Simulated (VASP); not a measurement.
Crystal: Ba4Er.

```
Ba Er
1.0
     5.56641    0.00000    0.00000
     0.00000    5.56641    0.00000
     0.00000    0.00000    6.84745
Ba Er
4 1
Direct
  0.00000 0.50000 0.21311
  0.50000 0.00000 0.21311
  0.00000 0.50000 0.78689
  0.50000 0.00000 0.78689
  0.50000 0.50000 0.00000
```

The cell was generated, and may not be a known phase.

```yaml
Program: VASP 6.6.1
Task: relaxation of cell and atoms
Functional: PBE
Potentials_or_basis: VASP PAW PBE potentials, release 64 (Ba_sv, Er_3), 4f in core
Cutoff: 500 eV
k_mesh: 3 × 3 × 3
Occupations: gaussian, width 0.2 eV
Spin: no spin polarisation
```

At the start: pressure 8.9 GPa; volume 42.43 Å³/atom.

Where does the relaxation end?

Over 11 steps the energy falls by 661.8 meV/atom and the volume is 66.10 Å³/atom (+55.8 %); space group P4/mmm (No. 123, to 0.1 Å) before and after.

The path:
```csv
step,energy change (eV),largest force (eV/Å),pressure (GPa),volume (Å³)
1,0.0000,2.7661,8.88,212.17
2,-2.9959,0.4814,1.41,292.20
3,-3.1928,0.3075,0.69,313.85
4,-3.2598,0.0343,-0.45,360.10
5,-3.2832,0.1205,-0.10,343.51
6,-3.2824,0.1365,-0.03,340.49
7,-3.2859,0.1325,-0.01,338.93
8,-3.2942,0.1155,0.06,334.26
9,-3.2996,0.0730,0.20,325.05
10,-3.3038,0.0522,0.15,326.43
11,-3.3088,0.0113,0.00,330.52
```

Final structure:
```xyz
5
Lattice="6.2178 0.0000 0.0000 0.0000 6.2178 0.0000 0.0000 0.0000 8.5492" Properties=species:S:1:pos:R:3 pbc="T T T"
Ba    0.0000    3.1089    2.1609
Ba    3.1089    0.0000    2.1609
Ba    6.2178    3.1089    6.3883
Ba    3.1089    6.2178    6.3883
Er    3.1089    3.1089    0.0000
```

Caveat: the k points lie up to 0.34 Å⁻¹ apart in the final cell, too coarse for converged energies and pressures of a metal; the volume moved by over 15 % at a fixed basis, so the end points are rough.
